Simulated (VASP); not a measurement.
# B (P6_3mc) in VASP: a series of runs

The runs below take B through single point, with PBE.

Program: VASP 6.6.1. These are calculated values, not measurements. Logs are shortened: lines on timing, memory, paths and dates and some standing lists are left out, and cuts for length are marked.

## Step 1: The cell of the first run

Symmetry: P6_3mc, No. 186, hexagonal system. The conventional cell has a = 2.221 Å, b = 2.221 Å, c = 10.816 Å, α = 90.00°, β = 90.00°, γ = 120.00°. B (site symmetry 3m) has 12 B at 2.18 to 2.25 Å within 2.9 Å. B (site symmetry 3m) has 12 B at 2.18 to 2.22 Å within 2.9 Å. Within 2.9 Å of B (site symmetry 3m) lie 12 B at 2.21 to 2.25 Å.

This isn't the form of B at room conditions, which is rhombohedral.

## Step 2: Single point, PBE

File INCAR:

```
PREC     = Accurate       # precision mode
ENCUT    = 520            # plane-wave cutoff, eV
EDIFF    = 1E-7           # SCF threshold, eV
ISMEAR   = 0              # smearing method
SIGMA    = 0.1            # smearing width, eV
LREAL    = F              # projectors in reciprocal space
LASPH    = T              # aspherical terms in the spheres
NELM     = 100            # most SCF steps
ALGO     = Normal         # electronic algorithm
ISIF     = 2              # what is computed and relaxed
LWAVE    = F              # write WAVECAR
LCHARG   = T              # write CHGCAR
GGA      = PE             # functional
LELF     = T              # ELF
LVHAR    = T            
NBANDS   = 18             # bands
```

File KPOINTS:

```
regular mesh
0
Gamma
  12 12 2
```

File POSCAR:

```
B
1.0
    2.2209316300      0.0000000000      0.0000000000
   -1.1104658200      1.9233832100      0.0000000000
    0.0000000000      0.0000000000     10.8159399400
B
6
Direct
    0.6666666700      0.3333333300      0.8306261900
    0.3333333300      0.6666666700      0.6681340900
    0.6666666700      0.3333333300      0.1681340900
    0.3333333300      0.6666666700      0.0015725800
    0.6666666700      0.3333333300      0.5015725800
    0.3333333300      0.6666666700      0.3306261900
```

Potentials or basis: VASP PAW PBE potentials, release 64 (B).

On the command line:

```bash
$ cat potpaw_PBE.64/B/POTCAR > POTCAR
$ mpirun -np 1 vasp_std > vasp.out
```

OUTCAR:

```text
PREC = Accurate
   ENCUT = 520
   EDIFF = 1E-7
   ISMEAR = 0
   LREAL = F
   LASPH = T
   NELM = 100
   ISIF = 2
   GGA = PE

 ion  position               nearest neighbor table
   1  0.667  0.333  0.831-
   2  0.333  0.667  0.668-
   3  0.667  0.333  0.168-
   4  0.333  0.667  0.002-
   5  0.667  0.333  0.502-
   6  0.333  0.667  0.331-

  LATTYP: Found a hexagonal cell.
 ALAT       =     2.2209316300
 C/A-ratio  =     4.8700013066

  Lattice vectors:

 A1 = (   2.2209316300,   0.0000000000,   0.0000000000)
 A2 = (  -1.1104658200,   1.9233832100,   0.0000000000)
 A3 = (   0.0000000000,   0.0000000000,  10.8159399400)

Analysis of symmetry for initial positions (statically):
=====================================================================
 Subroutine PRICEL returns:
 Original cell was already a primitive cell.

 Routine SETGRP: Setting up the symmetry group for a
 hexagonal supercell.

 Subroutine GETGRP returns: Found 12 space group operations
 (whereof  6 operations were pure point group operations)
 out of a pool of 24 trial point group operations.

The static configuration has the point symmetry C_3v.
 The point group associated with its full space group is C_6v.

Analysis of symmetry for dynamics (positions and initial velocities):
=====================================================================
 Subroutine PRICEL returns:
 Original cell was already a primitive cell.

 Routine SETGRP: Setting up the symmetry group for a
 hexagonal supercell.

 Subroutine GETGRP returns: Found 12 space group operations
 (whereof  6 operations were pure point group operations)
 out of a pool of 24 trial point group operations.

The dynamic configuration has the point symmetry C_3v.
 The point group associated with its full space group is C_6v.

 Subroutine INISYM returns: Found 12 space group operations
 (whereof  6 operations are pure point group operations),
 and found     1 'primitive' translations

----------------------------------------------------------------------------------------

                                     Primitive cell

  volume of cell :      46.2025

  direct lattice vectors                    reciprocal lattice vectors
     2.220931630  0.000000000  0.000000000     0.450261497  0.259958598  0.000000000
    -1.110465820  1.923383210  0.000000000     0.000000000  0.519917193  0.000000000
     0.000000000  0.000000000 10.815939940     0.000000000  0.000000000  0.092456135

  length of vectors
     2.220931630  2.220931631 10.815939940     0.519917193  0.519917193  0.092456135

  position of ions in fractional coordinates (direct lattice)
     0.666666670  0.333333330  0.830626190
     0.333333330  0.666666670  0.668134090
     0.666666670  0.333333330  0.168134090
     0.333333330  0.666666670  0.001572580
     0.666666670  0.333333330  0.501572580
     0.333333330  0.666666670  0.330626190

  ion indices of the primitive-cell ions
   primitive index   ion index
                 1           1
                 2           2
                 3           3
                 4           4
                 5           5
                 6           6

----------------------------------------------------------------------------------------

 KPOINTS: regular mesh

Automatic generation of k-mesh.
 Grid dimensions read from file:
 generate k-points for:   12   12    2

 Generating k-lattice:

  Cartesian coordinates                     Fractional coordinates (reciprocal lattice)
     0.037521791  0.021663216  0.000000000     0.083333333  0.000000000  0.000000000
     0.000000000  0.043326433  0.000000000     0.000000000  0.083333333  0.000000000
     0.000000000  0.000000000  0.046228067     0.000000000  0.000000000  0.500000000

  Length of vectors
     0.043326433  0.043326433  0.046228067

  Shift w.r.t. Gamma in fractional coordinates (k-lattice)
     0.000000000  0.000000000  0.000000000

 Subroutine IBZKPT returns following result:
 ===========================================

 Found     38 irreducible k-points:

 Following reciprocal coordinates:
            Coordinates               Weight
  0.000000  0.000000  0.000000      1.000000
  0.083333  0.000000  0.000000      6.000000
  0.166667  0.000000  0.000000      6.000000
  0.250000  0.000000  0.000000      6.000000
  0.333333  0.000000  0.000000      6.000000
  0.416667  0.000000  0.000000      6.000000
[... 16 lines left out ...]
  0.250000  0.000000  0.500000      6.000000
  0.333333  0.000000  0.500000      6.000000
 [... further k-points ...]
   k-points           NKPTS =     38   k-points in BZ     NKDIM =     38   number of bands    NBANDS=     18
   number of dos      NEDOS =    301   number of ions     NIONS =      6
   total plane-waves  NPLWV =  25920
   dimension x,y,z NGX =    18 NGY =   18 NGZ =   80
   dimension x,y,z NGXF=    36 NGYF=   36 NGZF=  160
   ions per type =               6
   NGX,Y,Z   is equivalent  to a cutoff of  13.47, 13.47, 12.30 a.u.
   NGXF,Y,Z  is equivalent  to a cutoff of  26.95, 26.95, 24.59 a.u.
 SYSTEM =  unknown system
   PREC   = accura    normal or accurate (medium, high low for compatibility)
   ISTART =      0    job   : 0-new  1-cont  2-samecut
   ICHARG =      2    charge: 1-file 2-atom 10-const
   ISPIN  =      1    spin polarized calculation?
   LNONCOLLINEAR =      F non collinear calculations
   LSORBIT =      F    spin-orbit coupling
   LASPH  =      T    aspherical Exc in radial PAW
   ENCUT  =  520.0 eV  38.22 Ry    6.18 a.u.   4.13  4.13 20.11*2*pi/ulx,y,z
   NELM   =    100;   NELMIN=  2; NELMDL= -5     # of ELM steps
   EDIFF  = 0.1E-06   stopping-criterion for ELM
   LREAL  =      F    real-space projection
   EDIFFG = 0.1E-05   stopping-criterion for IOM
   NSW    =      0    number of steps for IOM
   IBRION =     -1    ionic relax: 0-MD 1-quasi-New 2-CG
   NFREE  =      0    steps in history (QN), initial steepest desc. (CG)
   ISIF   =      2    stress and relaxation
   ISYM   =      2    0-nonsym 1-usesym 2-fastsym
   POTIM  = 0.5000    time-step for ionic-motion
   TEBEG  =    0.0;   TEEND  =   0.0 temperature during run
   PSTRESS=    0.0 pullay stress
   NELECT =      18.0000    total number of electrons
   NUPDOWN=      -1.0000    fix difference up-down
   EMIN   =  10.00;   EMAX   =-10.00  energy-range for DOS
   EFERMI =   0.00;   METHOD = LEGACY
   ISMEAR =     0;   SIGMA  =   0.10  broadening in eV -4-tet -1-fermi 0-gaus
   EFERMI_NEDOS =   21; number of points for ismear=-14 and -15
   IALGO  =     38    algorithm
   IMIX   =      4    mixing-type and parameters
     AMIX     =   0.40;   BMIX     =  1.00
     AMIX_MAG =   1.60;   BMIX_MAG =  1.00
  volume/ion in A,a.u.               =       7.70        51.96
  Fermi-wavevector in a.u.,A,eV,Ry     =   1.195668  2.259485 19.451185  1.429622
  Thomas-Fermi vector in A             =   2.331628
   LORBIT       =      0    0 simple, 1 ext, 2 COOP (PROOUT), +10 PAW based schemes
   GGA     = PE    functional components
   LHFCALC =     F    Hartree Fock is set to
   AEXX    =    0.0000 exact exchange contribution
   IVDW    =     0    specifies the selected vdW correction
   LEPSILON=     F    determine dielectric tensor
   LRPA    =     F    only Hartree local field effects (RPA)
 non-spin polarized calculation
 Gauss-broadening in eV      SIGMA  =   0.10
  energy-cutoff  :      520.00
  volume of cell :       46.20
 maximum number of plane-waves:      1264
 NGX is ok and might be reduce to    18
   NGX =  9   NGY =  9   NGZ = 41

 number of electron      17.9999999 magnetization

 Free energy of the ion-electron system (eV)
  ---------------------------------------------------
  ext. energy  EPLUGINS =         0.00000000
  ---------------------------------------------------
  free energy    TOTEN  =       -29.47797280 eV

  energy without entropy =      -29.47119236  energy(sigma->0) =      -29.47458258

 E-fermi :   7.2245     XC(G=0): -11.9345

 val. band max:        7.2156392228   @ k =   0.5000   0.0000   0.0000
 cond. band min:       7.2907245299   @ k =   0.3333   0.0000   0.0000
 fundamental gap:      0.0750853071
 Fermi energy:         7.2244857359

 k-point     1 :       0.0000    0.0000    0.0000
  band No.  band energies     occupation
      1      -8.7046      2.00000
      2      -7.7777      2.00000
      3      -7.4972      2.00000
      4      -4.5928      2.00000
      5      -4.3547      2.00000
      6      -0.2797      2.00000
[... 10 lines left out ...]
     17      18.1803      0.00000
     18      19.1827      0.00000

 k-point     2 :       0.0833    0.0000    0.0000
  band No.  band energies     occupation
      1      -8.4714      2.00000
      2      -7.5453      2.00000
      3      -7.2643      2.00000
      4      -4.3610      2.00000
      5      -4.1220      2.00000
      6      -0.0208      2.00000
[... 10 lines left out ...]
     17      17.6307      0.00000
     18      18.5433      0.00000

 k-point     3 :       0.1667    0.0000    0.0000
  band No.  band energies     occupation
      1      -7.7726      2.00000
      2      -6.8492      2.00000
      3      -6.5668      2.00000
      4      -3.6689      2.00000
      5      -3.4277      2.00000
      6       0.7518      2.00000
[... 10 lines left out ...]
     17      16.6173      0.00000
     18      16.7999      0.00000

 k-point     4 :       0.2500    0.0000    0.0000
  band No.  band energies     occupation
      1      -6.6104      2.00000
      2      -5.6939      2.00000
      3      -5.4097      2.00000
      4      -2.5303      2.00000
      5      -2.2868      2.00000
      6       2.0230      2.00000
[... 10 lines left out ...]
     17      15.2714      0.00000
     18      16.5022      0.00000

 k-point     5 :       0.3333    0.0000    0.0000
  band No.  band energies     occupation
      1      -4.9915      2.00000
      2      -4.0917      2.00000
      3      -3.8065      2.00000
      4      -0.9895      2.00000
      5      -0.7500      2.00000
      6       3.7520      2.00000
[... 10 lines left out ...]
     17      14.2945      0.00000
     18      14.4555      0.00000

 k-point     6 :       0.4167    0.0000    0.0000
  band No.  band energies     occupation
      1      -2.9346      2.00000
      2      -2.0815      2.00000
      3      -1.8012      2.00000
      4       0.7014      2.00000
      5       0.8612      2.00000
      6       2.2952      2.00000
[... 307 lines left out ...]
 k-point    21 :       0.0833    0.0000    0.5000
  band No.  band energies     occupation
      1      -8.2094      2.00000
      2      -8.2094      2.00000
      3      -6.0755      2.00000
      4      -6.0755      2.00000
      5      -1.9487      2.00000
      6      -1.9487      2.00000
[... 10 lines left out ...]
     17      18.2565      0.00000
     18      18.2567      0.00000

 k-point    22 :       0.1667    0.0000    0.5000
  band No.  band energies     occupation
      1      -7.5111      2.00000
      2      -7.5111      2.00000
      3      -5.3809      2.00000
      4      -5.3809      2.00000
      5      -1.2474      2.00000
      6      -1.2474      2.00000
[... 10 lines left out ...]
     17      17.2784      0.00000
     18      17.2787      0.00000

 k-point    23 :       0.2500    0.0000    0.5000
  band No.  band energies     occupation
      1      -6.3506      2.00000
      2      -6.3506      2.00000
      3      -4.2321      2.00000
      4      -4.2321      2.00000
      5      -0.1061      2.00000
      6      -0.1061      2.00000
[... 10 lines left out ...]
     17      15.6045      0.00000
     18      15.6046      0.00000

 k-point    24 :       0.3333    0.0000    0.5000
  band No.  band energies     occupation
      1      -4.7356      2.00000
      2      -4.7356      2.00000
      3      -2.6529      2.00000
      4      -2.6529      2.00000
      5       1.3721      2.00000
      6       1.3721      2.00000
[... 10 lines left out ...]
     17      14.8451      0.00000
     18      14.8451      0.00000

 [... further k-points ...]

------------------------ aborting loop because EDIFF is reached ----------------------------------------

  FORCE on cell =-STRESS in cart. coord.  units (eV):
  Direction    XX          YY          ZZ          XY          YZ          ZX
  --------------------------------------------------------------------------------------
  -------------------------------------------------------------------------------------
  Total      -12.0180660    -12.0180659     -8.5056137      0.0000000     -0.0000000      0.0000000
  in kB     -416.7541076   -416.7541069   -294.9517370      0.0000011     -0.0000000      0.0000000
  external PRESSURE =    -376.1533171 kB  Pullay stress =       0.0000000 kB

 VOLUME and BASIS-vectors are now :
 -----------------------------------------------------------------------------
  energy-cutoff  :      520.00
  volume of cell :       46.20
      direct lattice vectors                 reciprocal lattice vectors
     2.220931630  0.000000000  0.000000000     0.450261497  0.259958598  0.000000000
    -1.110465820  1.923383210  0.000000000     0.000000000  0.519917193  0.000000000
     0.000000000  0.000000000 10.815939940     0.000000000  0.000000000  0.092456135

 POSITION                                       TOTAL-FORCE (eV/Angst)
 -----------------------------------------------------------------------------------
      1.11047      0.64113      8.98400         0.000000      0.000000     -0.142113
     -0.00000      1.28226      7.22650         0.000000     -0.000000      0.069212
      1.11047      0.64113      1.81853        -0.000000      0.000000      0.069212
     -0.00000      1.28226      0.01701         0.000000     -0.000000      0.072901
      1.11047      0.64113      5.42498        -0.000000      0.000000      0.072901
     -0.00000      1.28226      3.57603        -0.000000      0.000000     -0.142113
 -----------------------------------------------------------------------------------
    total drift:                               -0.000002      0.000001      0.000003

  FREE ENERGIE OF THE ION-ELECTRON SYSTEM (eV)
  ---------------------------------------------------
  free  energy   TOTEN  =       -29.4779727995 eV

  energy  without entropy=      -29.4711923554  energy(sigma->0) =      -29.47458258
```

Wall time 26 s (1 thread of Intel Xeon Platinum 8488C (Sapphire Rapids), shared host); peak memory 0.16 GiB.

Results:

```
Free energy            : -29.4780 eV
Pressure               : -37.6 GPa
Largest force          : 0.142 eV/Å
Band gap on the k mesh : zero (bands 9 and 10 overlap by 7.96 eV)
```

Forces on the atoms (eV/Å):
```
B    0.000  0.000 -0.142
B    0.000  0.000  0.069
B    0.000  0.000  0.069
B    0.000  0.000  0.073
B    0.000  0.000  0.073
B    0.000  0.000 -0.142
```

Caveat: the cell stands under tension.

(Part 1 of 2 ends here.)
